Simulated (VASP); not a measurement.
# BN: single point with r2SCAN

The system is BN.

```
B N
1.0
     2.55394    0.02235    0.00000
    -1.25762    2.20060    0.00000
     0.00000    0.00000    4.22685
B N
2 2
Direct
  0.66667 0.33333 0.99972
  0.33333 0.66667 0.49972
  0.66667 0.33333 0.62528
  0.33333 0.66667 0.12528
```

This cell differs from its parent crystal: strain +0.0175 x Voigt [0, 0, 0, 0, 0, 1].

```
Program             : VASP 6.6.1
Task                : single point
Functional          : r2SCAN
Potentials or basis : VASP PAW PBE potentials, release 64 (B, N)
Cutoff              : 520 eV
k mesh              : 12 × 12 × 6
Occupations         : gaussian, width 0.05 eV
Spin                : no spin polarisation
```

```yaml
Pressure: -3.6 GPa
Largest_force: 0.070 eV/Å
Band_gap_on_the_k_mesh: 5.67 eV (least direct gap 8.78 eV)
```

Forces in eV/Å, atoms in the order of the input:
```
B    0.021 -0.006  0.018
B   -0.021  0.006  0.018
N    0.067 -0.006 -0.018
N   -0.067  0.006 -0.018
```

Stress tensor (GPa, compression positive):
```
-3.34 -7.37  0.00
-7.37 -3.25  0.00
 0.00  0.00 -4.12
```

Levels at points of the mesh, in eV from the valence-band top:
```tsv
k point	band 6	band 7	band 8	band 9	band 10	band 11
(0.00, 0.00, 0.00)	-0.33	-0.11	0.00	8.78	9.07	9.16
(0.50, 0.00, 0.00)	-5.02	-4.53	-2.09	7.49	8.54	11.41
(0.00, 0.50, 0.00)	-5.19	-4.52	-2.23	7.20	8.50	11.24
(0.50, 0.50, 0.00)	-5.35	-4.53	-2.36	6.91	8.45	11.09
(0.00, 0.00, 0.50)	-1.31	-1.20	-1.20	9.94	9.94	10.48
(0.50, 0.00, 0.50)	-3.81	-3.74	-3.74	7.21	7.21	10.67
(0.00, 0.50, 0.50)	-3.95	-3.73	-3.73	7.09	7.09	10.57
(0.50, 0.50, 0.50)	-4.08	-3.71	-3.71	6.96	6.96	10.51
```

Run time: 4.8 min on 1 thread of AMD EPYC 7R43 64-Core Processor (Zen 3) (shared host), peak memory 0.17 GiB.

Caveat: the cell differs from its parent crystal (strain +0.0175 x Voigt [0, 0, 0, 0, 0, 1]); the cell stands under tension; the PAW data sets were made with another functional, which shifts forces and pressure a little. A k mesh can miss the band edges.
